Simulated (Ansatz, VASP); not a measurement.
Two plane-wave programs on Ti

The input POSCAR:

```
Ti
1.0
    0.0000000000      2.2052838839      1.7201214295
    2.2052838839      0.0000000000      1.7201214295
    2.2052838839      2.2052838839      0.0000000000
Ti
1
Direct
    0.0000000000      0.0000000000      0.0000000000
```

Contents of INCAR.step1:

```
SYSTEM = Ti
  ALGO = Normal
  EDIFF = 1E-4
  ENCUT = 520
  GGA = PE
  ISMEAR = 0
  LASPH = .TRUE.
  LCHARG = .FALSE.
  LREAL = .FALSE.
  LWAVE = .TRUE.
  NBANDS = 12
  NELM = 80
  PREC = Accurate
  SIGMA = 0.15
```

Contents of INCAR.step2:

```
SYSTEM = Ti
  ALGO = Normal
  EDIFF = 1E-6
  ENCUT = 520
  ISIF = 2
  ISMEAR = 0
  ISTART = 1
  LASPH = .TRUE.
  LCHARG = .FALSE.
  LMIXTAU = .TRUE.
  LREAL = .FALSE.
  LWAVE = .FALSE.
  METAGGA = R2SCAN
  NBANDS = 12
  NELM = 80
  PREC = Accurate
  SIGMA = 0.15
```

The input KPOINTS:

```
k-points
0
G
  22 22 22
  0 0 0
```

Input for Ansatz:

```yaml
crystal:
  lattice:
    - [0.0, 2.2052838839, 1.7201214295]
    - [2.2052838839, 0.0, 1.7201214295]
    - [2.2052838839, 2.2052838839, 0.0]
  atoms:
    - { symbol: Ti, position: [0.0, 0.0, 0.0] }
basis:
  ecutwfc: 500
kpoints:
  mp_grid: { grid: [22, 22, 22] }
hamiltonian:
  xc: r2scan
scf:
  occupations: { method: gaussian, width: 0.15 }
output:
  forces: true
  stress: true
  eigenvalues: true
  write_density: true
  write_potential: true
  elf: true
  volumetric_format: npy
```

Alike in both runs: task single point; functional r2SCAN; k mesh 22 × 22 × 22; occupations gaussian, width 0.15 eV; no spin polarisation.

|  | VASP | Ansatz |
| --- | --- | --- |
| version | VASP 6.6.1 | Ansatz 0.2.0 |
| potentials or method | VASP PAW PBE potentials, release 64 (Ti_sv), cutoff 520 eV | scalar-relativistic, plane waves, PAW |
| valence electrons in the cell | 12 | 12 |

|  | VASP | Ansatz | Ansatz less VASP |
| --- | --- | --- | --- |
| gap on the k mesh at the Fermi level (eV) | none | none | - |
| pressure (GPa) | 4.1 | 3.6 | -0.45 |
| traceless stress, the component that is largest in VASP (GPa) | 1.99 | 1.97 | -0.026 |

VASP's potentials were made for PBE, not for r2SCAN. A gap of «none» marks a metal or a gap that the smearing closes. The functional is the same, so the differences come from potentials, cutoffs and numerics.
